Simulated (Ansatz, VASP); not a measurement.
# Two plane-wave programs on ZrNbB

POSCAR

```
ZrNbB
1.0
    3.4791931100      0.0000000000      0.0000000000
    0.0000000000      3.4791931100      0.0000000000
    0.0000000000      0.0000000000      6.7907820900
Nb Zr B
2 2 2
Direct
    0.0000000000      0.0000000000      0.0000000000
    0.5000000000      0.5000000000      0.0000000000
    0.5000000000      0.0000000000      0.6400000000
    0.0000000000      0.5000000000      0.3600000000
    0.5000000000      0.0000000000      0.2550000000
    0.0000000000      0.5000000000      0.7450000000
```

Contents of INCAR.step1:

```
SYSTEM = ZrNbB
ALGO = Normal
EDIFF = 1E-4
ENCUT = 520
GGA = PE
ISMEAR = -1
LASPH = .True.
LCHARG = .False.
LREAL = .False.
LWAVE = .True.
NBANDS = 37
NELM = 80
PREC = Accurate
SIGMA = 0.1
```

INCAR.step2

```
SYSTEM = ZrNbB
ALGO = Normal
EDIFF = 1E-6
ENCUT = 520
ISIF = 2
ISMEAR = -1
ISTART = 1
LASPH = .True.
LCHARG = .True.
LELF = .True.
LMIXTAU = .True.
LREAL = .False.
LVHAR = .True.
LWAVE = .False.
METAGGA = R2SCAN
NBANDS = 37
NELM = 80
PREC = Accurate
SIGMA = 0.1
```

The input KPOINTS:

```
k-points
0
Gamma
  10 10 5
  0 0 0
```

Input for Ansatz:

```yaml
crystal:
  lattice:
    - [3.47919311, 0.0, 0.0]
    - [0.0, 3.47919311, 0.0]
    - [0.0, 0.0, 6.79078209]
  atoms:
    - { symbol: Nb, position: [0.0, 0.0, 0.0] }
    - { symbol: Nb, position: [0.5, 0.5, 0.0] }
    - { symbol: Zr, position: [0.5, 0.0, 0.64] }
    - { symbol: Zr, position: [0.0, 0.5, 0.36] }
    - { symbol: B, position: [0.5, 0.0, 0.255] }
    - { symbol: B, position: [0.0, 0.5, 0.745] }
  symmetry: { tolerance: 0.0003 }
kpoints:
  mp_grid: { grid: [10, 10, 5], shift: [0, 0, 0] }
  band_path:
    path:
      - [0.0, 0.0, 0.0]
      - [0.0, 0.5, 0.0]
      - [0.5, 0.5, 0.0]
      - [0.0, 0.0, 0.0]
      - [0.0, 0.0, 0.5]
      - [0.0, 0.5, 0.5]
      - [0.5, 0.5, 0.5]
      - [0.0, 0.0, 0.5]
      - [0.0, 0.5, 0.0]
      - [0.0, 0.5, 0.5]
      - [0.5, 0.5, 0.0]
    npoints: 7
magnetization:
  spin_polarized: false
scf:
  occupations: { method: fermi_dirac }
  lower_state_search: "off"
  max_iter: 200
hamiltonian:
  pseudopotentials: { kind: paw }
  xc: r2scan
basis:
  ecutwfc: 500
  fft_grid_basis: typed
output:
  forces: true
  stress: true
  eigenvalues: true
  bader: true
  populations: true
  elf: true
  write_potential: true
  volumetric_format: npy
  dos:
    e_range: [-12, 8]
    de: 0.05
    projected: { site_lists: { B: [B], Nb: [Nb], Zr: [Zr] } }
  write_density: true
checkpoint:
  read: saved_state
```

Alike in both runs: task single point; functional r2SCAN; k mesh 10 × 10 × 5; no spin polarisation.

|  | VASP | Ansatz |
| --- | --- | --- |
| version | VASP 6.6.1 | Ansatz 0.2.0 |
| potentials or method | VASP PAW PBE potentials, release 64 (Nb_sv, Zr_sv, B), cutoff 520 eV | PAW plane waves |
| occupations | fermi-dirac, width 0.1 eV | fermi-dirac |
| valence electrons in the cell | 56 | 56 |

|  | VASP | Ansatz | Ansatz less VASP |
| --- | --- | --- | --- |
| pressure (GPa) | 27.7 | 27.8 | +0.01 |
| traceless stress, the component that is largest in VASP (GPa) | -2.64 | -2.57 | +0.069 |
| rms of the force components (eV/Å) | 0.357 | 0.359 | +0.0027 |

VASP's potentials were made for PBE, not for r2SCAN. Atom by atom the forces differ by 0.003 eV/Å (rms over components).
